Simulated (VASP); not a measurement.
Here is a VASP 6.6.1 calculation.

File POSCAR:

```
Nb
1.0
    2.7196400000      0.0000000000      0.0000000000
    0.0000000000      2.7196400000      0.0000000000
    0.0000000000      0.0000000000      2.7196400000
Nb
1
Direct
    0.5000000000      0.5000000000      0.5000000000
```

Contents of INCAR.step1:

```
SYSTEM = Nb
PREC = Accurate ; ENCUT = 520
EDIFF = 1E-5 ; ISMEAR = -1
SIGMA = 0.05 ; LREAL = .FALSE.
LASPH = .TRUE. ; NELM = 80
ALGO = Normal ; ISIF = 2
LWAVE = .TRUE. ; LCHARG = .FALSE.
GGA = PE ; NBANDS = 12
```

File INCAR.step2:

```
SYSTEM = Nb
PREC = Accurate ; ENCUT = 520
EDIFF = 1E-6 ; ISMEAR = -1
SIGMA = 0.05 ; LREAL = .FALSE.
LASPH = .TRUE. ; NELM = 80
ALGO = Normal ; ISIF = 2
LWAVE = .FALSE. ; LCHARG = .FALSE.
GGA = PE ; LHFCALC = .TRUE.
AEXX = 0.25 ; PRECFOCK = Normal
ISTART = 1 ; NBANDS = 12
```

The input KPOINTS:

```
Automatic mesh
0
G
  5 5 5
  0 0 0
```

Potentials or basis: VASP PAW PBE potentials, release 64 (Nb_sv).

Run with:

```bash
$ cat potpaw_PBE.64/Nb_sv/POTCAR > POTCAR
$ cp INCAR.step1 INCAR
$ mpirun -np 1 vasp_std > vasp.out
$ cp INCAR.step2 INCAR
$ mpirun -np 1 vasp_std > vasp.out
```

Estimate the pressure.

1.4 GPa.

Estimate the band gap on the k mesh.

zero (an odd number of electrons rules out a gap without spin polarisation).

Caveat: the k points lie up to 0.46 Å⁻¹ apart, too coarse for converged energies and pressures of a metal; the PAW data sets were made with another functional, which shifts forces and pressure a little.
